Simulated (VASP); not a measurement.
# Ca (P6_3/mmc) in VASP: a series of runs

Runs on Ca. Level: LDA. Tasks: single point.

Everything below comes from runs of VASP 6.6.1. Logs are shortened: lines on timing, memory, paths and dates and some standing lists are left out, and cuts for length are marked.

### 1 The cell of the first run

It takes space group P6_3/mmc (No. 194, hexagonal). Conventional cell: a = 3.861 Å, b = 3.861 Å, c = 6.324 Å, α = 90.00°, β = 90.00°, γ = 120.00°. Within 5.1 Å of Ca (site symmetry -6m2) lie 12 Ca at 3.86 to 3.87 Å.

This isn't the form of Ca at room conditions, which is fcc.

### 2 Single point, LDA (strain -0.030 along x and y, -0.030 along z)

Contents of INCAR:

```
ALGO = Fast
EDIFF = 1E-7
ENCUT = 520
ISIF = 2
ISMEAR = 0
LASPH = T
LCHARG = T
LELF = T
LREAL = F
LVHAR = T
LWAVE = F
NBANDS = 17
NELM = 100
PREC = Accurate
SIGMA = 0.15
```

Contents of KPOINTS:

```
k-points
0
Gamma
  15 15 8
```

Contents of POSCAR:

```
Ca
1.0
    3.8605995350      0.0000000000      0.0000000000
   -1.9302997675      3.3433772711      0.0000000000
    0.0000000000      0.0000000000      6.3244000000
Ca
2
Direct
    0.3333333333      0.6666666667      0.2500000000
    0.6666666667      0.3333333333      0.7500000000
```

Potentials or basis: VASP PAW LDA potentials, release 64 (Ca_sv).

The run is started by

```sh
$ cat potpaw_LDA.64/Ca_sv/POTCAR > POTCAR
$ mpirun -np 1 vasp_std > vasp.out
```

OUTCAR:

```text
EDIFF = 1E-7
   ENCUT = 520
   ISIF = 2
   ISMEAR = 0
   LASPH = T
   LREAL = F
   NELM = 100
   PREC = Accurate

 ion  position               nearest neighbor table
   1  0.333  0.667  0.250-
   2  0.667  0.333  0.750-

  LATTYP: Found a hexagonal cell.
 ALAT       =     3.8605995350
 C/A-ratio  =     1.6381911521

  Lattice vectors:

 A1 = (   3.8605995350,   0.0000000000,   0.0000000000)
 A2 = (  -1.9302997675,   3.3433772711,   0.0000000000)
 A3 = (   0.0000000000,   0.0000000000,   6.3244000000)

Analysis of symmetry for initial positions (statically):
=====================================================================
 Subroutine PRICEL returns:
 Original cell was already a primitive cell.

 Routine SETGRP: Setting up the symmetry group for a
 hexagonal supercell.

 Subroutine GETGRP returns: Found 24 space group operations
 (whereof 12 operations were pure point group operations)
 out of a pool of 24 trial point group operations.

The static configuration has the point symmetry D_3d.
 The point group associated with its full space group is D_6h.

Analysis of symmetry for dynamics (positions and initial velocities):
=====================================================================
 Subroutine PRICEL returns:
 Original cell was already a primitive cell.

 Routine SETGRP: Setting up the symmetry group for a
 hexagonal supercell.

 Subroutine GETGRP returns: Found 24 space group operations
 (whereof 12 operations were pure point group operations)
 out of a pool of 24 trial point group operations.

The dynamic configuration has the point symmetry D_3d.
 The point group associated with its full space group is D_6h.

 Subroutine INISYM returns: Found 24 space group operations
 (whereof 12 operations are pure point group operations),
 and found     1 'primitive' translations

----------------------------------------------------------------------------------------

                                     Primitive cell

  volume of cell :      81.6318

  direct lattice vectors                    reciprocal lattice vectors
     3.860599535  0.000000000  0.000000000     0.259027125  0.149549381  0.000000000
    -1.930299767  3.343377271  0.000000000     0.000000000  0.299098761  0.000000000
     0.000000000  0.000000000  6.324400000     0.000000000  0.000000000  0.158117766

  length of vectors
     3.860599535  3.860599535  6.324400000     0.299098761  0.299098761  0.158117766

[... 79 lines left out ...]
   NELM   =    100;   NELMIN=  2; NELMDL= -5     # of ELM steps
   EDIFF  = 0.1E-06   stopping-criterion for ELM
   LREAL  =      F    real-space projection
   EDIFFG = 0.1E-05   stopping-criterion for IOM
   NSW    =      0    number of steps for IOM
   IBRION =     -1    ionic relax: 0-MD 1-quasi-New 2-CG
   NFREE  =      0    steps in history (QN), initial steepest desc. (CG)
   ISIF   =      2    stress and relaxation
   ISYM   =      2    0-nonsym 1-usesym 2-fastsym
   POTIM  = 0.5000    time-step for ionic-motion
   TEBEG  =    0.0;   TEEND  =   0.0 temperature during run
   PSTRESS=    0.0 pullay stress
   NELECT =      20.0000    total number of electrons
   NUPDOWN=      -1.0000    fix difference up-down
   EMIN   =  10.00;   EMAX   =-10.00  energy-range for DOS
   EFERMI =   0.00;   METHOD = LEGACY
   ISMEAR =     0;   SIGMA  =   0.15  broadening in eV -4-tet -1-fermi 0-gaus
   EFERMI_NEDOS =   21; number of points for ismear=-14 and -15
   IALGO  =     68    algorithm
   IMIX   =      4    mixing-type and parameters
     AMIX     =   0.40;   BMIX     =  1.00
     AMIX_MAG =   1.60;   BMIX_MAG =  1.00
  volume/ion in A,a.u.               =      40.82       275.44
  Fermi-wavevector in a.u.,A,eV,Ry     =   1.024389  1.935815 14.277591  1.049373
  Thomas-Fermi vector in A             =   2.158174
   LORBIT       =      0    0 simple, 1 ext, 2 COOP (PROOUT), +10 PAW based schemes
   GGA     = CA    functional components
   LHFCALC =     F    Hartree Fock is set to
   AEXX    =    0.0000 exact exchange contribution
   IVDW    =     0    specifies the selected vdW correction
   LEPSILON=     F    determine dielectric tensor
   LRPA    =     F    only Hartree local field effects (RPA)
 non-spin polarized calculation
 RMM-DIIS sequential band-by-band and
 Gauss-broadening in eV      SIGMA  =   0.15
  energy-cutoff  :      520.00
  volume of cell :       81.63
 maximum number of plane-waves:      2226
 NGX is ok and might be reduce to    30
   NGX = 15   NGY = 15   NGZ = 23

 number of electron      20.0000000 magnetization

 Free energy of the ion-electron system (eV)
  ---------------------------------------------------
  ext. energy  EPLUGINS =         0.00000000
  ---------------------------------------------------
  free energy    TOTEN  =        -4.39757522 eV

  energy without entropy =       -4.37094616  energy(sigma->0) =       -4.38426069

 E-fermi :   1.9711     XC(G=0):  -8.0716

 val. band max:        1.9702424035   @ k =   0.2667   0.0667   0.0000
 cond. band min:       2.0144534543   @ k =   0.2667   0.1333   0.0000
 fundamental gap:      0.0442110509
 Fermi energy:         1.9710979101

 k-point     1 :       0.0000    0.0000    0.0000
  band No.  band energies     occupation
      1     -39.5628      2.00000
      2     -39.5460      2.00000
      3     -20.9243      2.00000
      4     -20.7917      2.00000
      5     -20.7917      2.00000
      6     -20.7696      2.00000
[... 457 lines left out ...]
      4     -20.8802      2.00000
      5     -20.8525      2.00000
      6     -20.8411      2.00000
[... 9 lines left out ...]
     16       5.5715      0.00000
     17       5.8557      0.00000

 [... further k-points ...]

------------------------ aborting loop because EDIFF is reached ----------------------------------------

  FORCE on cell =-STRESS in cart. coord.  units (eV):
  Direction    XX          YY          ZZ          XY          YZ          ZX
  --------------------------------------------------------------------------------------
  -------------------------------------------------------------------------------------
  Total       -0.6054945     -0.6054945     -0.5113641      0.0000000     -0.0000000      0.0000000
  in kB      -11.8839628    -11.8839628    -10.0364789      0.0000000     -0.0000000      0.0000000
  external PRESSURE =     -11.2681349 kB  Pullay stress =       0.0000000 kB

 VOLUME and BASIS-vectors are now :
 -----------------------------------------------------------------------------
  energy-cutoff  :      520.00
  volume of cell :       81.63
      direct lattice vectors                 reciprocal lattice vectors
     3.860599535  0.000000000  0.000000000     0.259027125  0.149549381  0.000000000
    -1.930299767  3.343377271  0.000000000     0.000000000  0.299098761  0.000000000
     0.000000000  0.000000000  6.324400000     0.000000000  0.000000000  0.158117766

 POSITION                                       TOTAL-FORCE (eV/Angst)
 -----------------------------------------------------------------------------------
     -0.00000      2.22892      1.58110         0.000000      0.000000     -0.000000
      1.93030      1.11446      4.74330        -0.000000     -0.000000      0.000000
 -----------------------------------------------------------------------------------
    total drift:                               -0.000000      0.000000     -0.000000

  FREE ENERGIE OF THE ION-ELECTRON SYSTEM (eV)
  ---------------------------------------------------
  free  energy   TOTEN  =        -4.3975752192 eV

  energy  without entropy=       -4.3709461641  energy(sigma->0) =       -4.38426069
```

stdout:

```text
POSCAR found type information on POSCAR Ca
 POSCAR found :  1 types and       2 ions
 scaLAPACK will be used
 LDA part: xc-table for (Slater(with rela. corr.)+CA(PZ))
 , standard interpolation
 POSCAR, INCAR and KPOINTS ok, starting setup
 FFT: planning ... GRIDC
 FFT: planning ... GRID_SOFT
 FFT: planning ... GRID
 WAVECAR not read
 entering main loop
WARNING in EDDRMM: call to ZHEGV failed, returncode =   6  3     15
WARNING in EDDRMM: call to ZHEGV failed, returncode =   8  4     10
WARNING in EDDRMM: call to ZHEGV failed, returncode =   6  3      9
WARNING in EDDRMM: call to ZHEGV failed, returncode =   6  3      9
 num prob  num prob  num prob  num prob  num prob  num prob  num prob  num prob WARNING in EDDRMM: call to ZHEGV failed, returncode =   6  3      9
WARNING in EDDRMM: call to ZHEGV failed, returncode =   6  3     15
```

It took 8.1 min on 1 thread of Intel Xeon 8259CL, shared host; peak memory 0.28 GiB.

Results:

```yaml
Free_energy: -4.3976 eV
Pressure: -1.1 GPa
Band_gap_on_the_k_mesh: zero (bands 10 and 11 overlap by 0.36 eV)
```

Caveat: the cell differs from its parent crystal (strain -0.030 along x and y, -0.030 along z).

### 3 Single point, LDA (strain -0.030 along x and y, -0.015 along z)

Contents of INCAR:

```
PREC = Accurate
ENCUT = 520
EDIFF = 1E-6
ISMEAR = 0
SIGMA = 0.15
LREAL = False
LASPH = True
NELM = 60
ALGO = Fast
ISIF = 2
LWAVE = False
LCHARG = False
GGA = CA
NBANDS = 17
```

Contents of KPOINTS:

```
regular mesh
0
Gamma
  15 15 8
```

POSCAR: that of step 2 with these lines changed.

```diff
@@ -4,3 +4,3 @@
    -1.9302997675      3.3433772711      0.0000000000
-    0.0000000000      0.0000000000      6.3244000000
+    0.0000000000      0.0000000000      6.4222000000
 Ca
```

Potentials or basis: VASP PAW LDA potentials, release 64 (Ca_sv).

The run is started by

```sh
$ cat potpaw_LDA.64/Ca_sv/POTCAR > POTCAR
$ mpirun -np 1 vasp_std > vasp.out
```

It took 6.5 min on 1 thread of Intel Xeon 8259CL, shared host; peak memory 0.28 GiB.

Results (log left out):

```yaml
Free_energy: -4.3877 eV
Pressure: -1.4 GPa
Band_gap_on_the_k_mesh: zero (bands 10 and 11 overlap by 0.40 eV)
```

Stress tensor (GPa, compression positive):
```
-1.29  0.00  0.00
 0.00 -1.29  0.00
 0.00  0.00 -1.58
```

Levels at points of the mesh, in eV from the Fermi level:
```csv
k point,band 7,band 8,band 9,band 10,band 11,band 12,band 13,band 14
"(0.00, 0.00, 0.00)",-22.77,-22.77,-4.10,-1.16,-0.21,2.09,2.19,2.19
"(0.00, 0.00, 0.50)",-22.78,-22.78,-3.09,-3.09,1.26,1.26,2.19,2.19
```

Caveat: the cell differs from its parent crystal (strain -0.030 along x and y, -0.015 along z).

### 4 Single point, LDA (strain -0.030 along x and y, +0.000 along z)

Contents of INCAR:

```
SYSTEM = Ca
PREC = Accurate
ENCUT = 520
EDIFF = 1E-6
ISMEAR = 0
SIGMA = 0.15
LREAL = .False.
LASPH = .True.
NELM = 80
ALGO = Fast
ISIF = 2
LWAVE = .False.
LCHARG = .False.
GGA = CA
NBANDS = 17
```

Contents of KPOINTS:

```
Automatic mesh
0
Gamma
  15 15 8
  0 0 0
```

POSCAR: that of step 3 with these lines changed.

```diff
@@ -4,3 +4,3 @@
    -1.9302997675      3.3433772711      0.0000000000
-    0.0000000000      0.0000000000      6.4222000000
+    0.0000000000      0.0000000000      6.5200000000
 Ca
```

Potentials or basis: VASP PAW LDA potentials, release 64 (Ca_sv).

The run is started by

```sh
$ cat potpaw_LDA.64/Ca_sv/POTCAR > POTCAR
$ mpirun -np 1 vasp_std > vasp.out
```

OUTCAR:

```text
SYSTEM = Ca
   PREC = Accurate
   ENCUT = 520
   EDIFF = 1E-6
   ISMEAR = 0
   LREAL = .False.
   LASPH = .True.
   NELM = 80
   ISIF = 2
   GGA = CA

 ion  position               nearest neighbor table
   1  0.333  0.667  0.250-
   2  0.667  0.333  0.750-

  LATTYP: Found a hexagonal cell.
 ALAT       =     3.8605995350
 C/A-ratio  =     1.6888568578

  Lattice vectors:

 A1 = (   3.8605995350,   0.0000000000,   0.0000000000)
 A2 = (  -1.9302997675,   3.3433772711,   0.0000000000)
 A3 = (   0.0000000000,   0.0000000000,   6.5200000000)

Analysis of symmetry for initial positions (statically):
=====================================================================
 Subroutine PRICEL returns:
 Original cell was already a primitive cell.

 Routine SETGRP: Setting up the symmetry group for a
 hexagonal supercell.

 Subroutine GETGRP returns: Found 24 space group operations
 (whereof 12 operations were pure point group operations)
 out of a pool of 24 trial point group operations.

The static configuration has the point symmetry D_3d.
 The point group associated with its full space group is D_6h.

[... 160 lines left out ...]

  energy without entropy =       -4.34759611  energy(sigma->0) =       -4.36058311

 E-fermi :   1.8406     XC(G=0):  -7.9723

 val. band max:        1.8387750290   @ k =   0.0667   0.0000   0.1250
 cond. band min:       1.8468335047   @ k =   0.2000   0.2000   0.0000
 fundamental gap:      0.0080584757
 Fermi energy:         1.8406135211

 k-point     1 :       0.0000    0.0000    0.0000
  band No.  band energies     occupation
      1     -39.7573      2.00000
      2     -39.7447      2.00000
      3     -21.0958      2.00000
      4     -20.9839      2.00000
      5     -20.9839      2.00000
      6     -20.9673      2.00000
[... 457 lines left out ...]
      4     -21.0765      2.00000
      5     -21.0438      2.00000
      6     -21.0243      2.00000
[... 9 lines left out ...]
     16       5.2793      0.00000
     17       5.5539      0.00000

 [... further k-points ...]

------------------------ aborting loop because EDIFF is reached ----------------------------------------

  FORCE on cell =-STRESS in cart. coord.  units (eV):
  Direction    XX          YY          ZZ          XY          YZ          ZX
  --------------------------------------------------------------------------------------
  -------------------------------------------------------------------------------------
  Total       -0.7127107     -0.7127107     -1.1057849      0.0000000      0.0000000      0.0000000
  in kB      -13.5686345    -13.5686345    -21.0520063      0.0000000      0.0000000      0.0000000
  external PRESSURE =     -16.0630917 kB  Pullay stress =       0.0000000 kB

 VOLUME and BASIS-vectors are now :
 -----------------------------------------------------------------------------
  energy-cutoff  :      520.00
  volume of cell :       84.16
      direct lattice vectors                 reciprocal lattice vectors
     3.860599535  0.000000000  0.000000000     0.259027125  0.149549381  0.000000000
    -1.930299767  3.343377271  0.000000000     0.000000000  0.299098761  0.000000000
     0.000000000  0.000000000  6.520000000     0.000000000  0.000000000  0.153374233

 POSITION                                       TOTAL-FORCE (eV/Angst)
 -----------------------------------------------------------------------------------
     -0.00000      2.22892      1.63000         0.000000      0.000000      0.000000
      1.93030      1.11446      4.89000        -0.000000     -0.000000      0.000000
 -----------------------------------------------------------------------------------
    total drift:                                0.000000     -0.000000      0.000000

  FREE ENERGIE OF THE ION-ELECTRON SYSTEM (eV)
  ---------------------------------------------------
  free  energy   TOTEN  =        -4.3735701138 eV

  energy  without entropy=       -4.3475961112  energy(sigma->0) =       -4.36058311
```

stdout:

```text
POSCAR found type information on POSCAR Ca
 POSCAR found :  1 types and       2 ions
 scaLAPACK will be used
 LDA part: xc-table for (Slater(with rela. corr.)+CA(PZ))
 , standard interpolation
 POSCAR, INCAR and KPOINTS ok, starting setup
 FFT: planning ... GRIDC
 FFT: planning ... GRID_SOFT
 FFT: planning ... GRID
 WAVECAR not read
 entering main loop
WARNING in EDDRMM: call to ZHEGV failed, returncode =   8  4      9
```

It took 6.7 min on 1 thread of Intel Xeon 8259CL, shared host; peak memory 0.28 GiB.

What came out:

- Free energy: -4.3736 eV
- Pressure: -1.6 GPa
- Band gap on the k mesh: zero (bands 10 and 11 overlap by 0.48 eV)

Stress tensor (GPa, compression positive):
```
-1.36  0.00  0.00
 0.00 -1.36  0.00
 0.00  0.00 -2.11
```

Caveat: the cell differs from its parent crystal (strain -0.030 along x and y, +0.000 along z).

### 5 Single point, LDA (strain -0.015 along x and y, -0.030 along z)

Contents of INCAR:

```
PREC     = Accurate       # precision mode
ENCUT    = 520            # plane-wave cutoff, eV
EDIFF    = 1E-7           # SCF threshold, eV
ISMEAR   = 0              # smearing method
SIGMA    = 0.15           # smearing width, eV
LREAL    = F              # projectors in reciprocal space
LASPH    = T              # aspherical terms in the spheres
NELM     = 60             # most SCF steps
ALGO     = Fast           # electronic algorithm
ISIF     = 2              # what is computed and relaxed
LWAVE    = F              # write WAVECAR
LCHARG   = F              # write CHGCAR
NBANDS   = 17             # bands
```

Contents of KPOINTS:

```
regular mesh
0
Gamma
  15 15 8
```

Contents of POSCAR:

```
Ca
1.0
    3.9202995278      0.0000000000      0.0000000000
   -1.9601497639      3.3950789815      0.0000000000
    0.0000000000      0.0000000000      6.3244000000
Ca
2
Direct
    0.3333333333      0.6666666667      0.2500000000
    0.6666666667      0.3333333333      0.7500000000
```

The run is started by

```sh
$ cat potpaw_LDA.64/Ca_sv/POTCAR > POTCAR
$ mpirun -np 1 vasp_std > vasp.out
```

Wall time 8.4 min (1 thread of Intel Xeon 8259CL, shared host); peak memory 0.28 GiB.

The run converged. Its results:

- Free energy: -4.3747 eV
- Pressure: -1.6 GPa
- Band gap on the k mesh: zero (bands 10 and 11 overlap by 0.40 eV)

Stress tensor (GPa, compression positive):
```
-1.75  0.00  0.00
 0.00 -1.75  0.00
 0.00  0.00 -1.20
```

Levels at points of the mesh, in eV from the Fermi level:
| k point | band 8 | band 9 | band 10 | band 11 | band 12 | band 13 |
| --- | --- | --- | --- | --- | --- | --- |
| (0.00, 0.00, 0.00) | -22.81 | -4.09 | -1.06 | -0.11 | 2.14 | 2.14 |
| (0.00, 0.00, 0.50) | -22.83 | -3.04 | -3.04 | 1.34 | 1.34 | 2.12 |

Caveat: the cell differs from its parent crystal (strain -0.015 along x and y, -0.030 along z).

### 6 Single point, LDA (strain -0.030 along x and y, +0.015 along z)

Contents of INCAR:

```
PREC = Accurate
ENCUT = 520
EDIFF = 1E-7
ISMEAR = 0
SIGMA = 0.15
LREAL = F
LASPH = T
NELM = 100
ALGO = Fast
ISIF = 2
LWAVE = F
LCHARG = T
GGA = CA
LELF = T
LVHAR = T
NBANDS = 17
```

Contents of KPOINTS:

```
Automatic mesh
0
Gamma
  15 15 8
```

Contents of POSCAR:

```
Ca
1.0
    3.8605995350      0.0000000000      0.0000000000
   -1.9302997675      3.3433772711      0.0000000000
    0.0000000000      0.0000000000      6.6178000000
Ca
2
Direct
    0.3333333333      0.6666666667      0.2500000000
    0.6666666667      0.3333333333      0.7500000000
```

Potentials or basis: VASP PAW LDA potentials, release 64 (Ca_sv).

The run is started by

```sh
$ cat potpaw_LDA.64/Ca_sv/POTCAR > POTCAR
$ mpirun -np 1 vasp_std > vasp.out
```

Run time: 8.7 min. Hardware: 1 thread of Intel Xeon 8259CL, shared host; peak memory 0.29 GiB.

It converged, with:

```yaml
Free_energy: -4.3554 eV
Pressure: -1.8 GPa
Band_gap_on_the_k_mesh: zero (bands 10 and 11 overlap by 0.55 eV)
```

Stress tensor (GPa, compression positive):
```
-1.40  0.00  0.00
 0.00 -1.40  0.00
 0.00  0.00 -2.57
```

Levels at points of the mesh, in eV from the Fermi level:
| k point | band 6 | band 7 | band 8 | band 9 | band 10 | band 11 | band 12 | band 13 | band 14 | band 15 |
| --- | --- | --- | --- | --- | --- | --- | --- | --- | --- | --- |
| (0.00, 0.00, 0.00) | -22.84 | -22.84 | -22.84 | -4.04 | -1.25 | -0.33 | 1.94 | 2.18 | 2.18 | 2.43 |
| (0.00, 0.00, 0.50) | -22.85 | -22.85 | -22.85 | -3.10 | -3.10 | 1.15 | 1.15 | 2.19 | 2.19 | 2.19 |

Caveat: the cell differs from its parent crystal (strain -0.030 along x and y, +0.015 along z).

### 7 Summary

| cell | further INCAR settings | gap on the mesh (eV) | pressure (GPa) |
| --- | --- | --- | --- |
| a = 3.861, b = 3.861, c = 6.324 Å, angles 90.0, 90.0, 120.0°, 2 atoms | ALGO = Fast; EDIFF = 1e-07; NBANDS = 17 | none | -1.1 |
| a = 3.861, b = 3.861, c = 6.422 Å, angles 90.0, 90.0, 120.0°, 2 atoms | ALGO = Fast; EDIFF = 1e-06; NBANDS = 17 | none | -1.4 |
| a = 3.861, b = 3.861, c = 6.520 Å, angles 90.0, 90.0, 120.0°, 2 atoms | ALGO = Fast; EDIFF = 1e-06; NBANDS = 17 | none | -1.6 |
| a = 3.920, b = 3.920, c = 6.324 Å, angles 90.0, 90.0, 120.0°, 2 atoms | ALGO = Fast; EDIFF = 1e-07; NBANDS = 17 | none | -1.6 |
| a = 3.861, b = 3.861, c = 6.618 Å, angles 90.0, 90.0, 120.0°, 2 atoms | ALGO = Fast; EDIFF = 1e-07; NBANDS = 17 | none | -1.8 |

Alike in all rows: task single point; level LDA; potentials or basis VASP PAW LDA potentials, release 64 (Ca_sv); no spin polarisation; k mesh 15 × 15 × 8; cutoff (eV) 520; smearing gaussian 0.15 eV.

Total energies depend on the potentials used, so only differences within one code and one set of settings carry meaning.

The gap in the log of VASP goes by the Fermi energy; the results here count the filled bands.